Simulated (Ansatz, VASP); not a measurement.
## BaTe: VASP beside Ansatz

```
Ba Te
1.0
     4.26247    0.00000    0.00000
     0.00000    4.26247    0.00000
     0.00000    0.00000    4.26247
Ba Te
1 1
Direct
  0.00000 0.00000 0.00000
  0.50000 0.50000 0.50000
```

Alike in both runs: task single point; functional RPBE; k mesh 6 × 6 × 6; occupations gaussian, width 0.02 eV; no spin polarisation.

|  | VASP | Ansatz |
| --- | --- | --- |
| version | VASP 6.6.1 | Ansatz 0.2.0 |
| potentials or method | VASP PAW PBE potentials, release 64 (Ba_sv, Te), cutoff 520 eV | all-electron LAPW, scalar-relativistic |

|  | VASP | Ansatz | Ansatz less VASP |
| --- | --- | --- | --- |
| gap on the k mesh at the Fermi level (eV) | 0.88 | 0.98 | +0.099 |
| least direct gap on the mesh (eV) | 1.10 | 1.20 | +0.096 |
| pressure (GPa) | 1.4 | 1.0 | -0.43 |

VASP's potentials were made for PBE, not for RPBE. Ansatz ran all-electron here, and VASP with PAW potentials.

Spin-orbit coupling is off throughout.
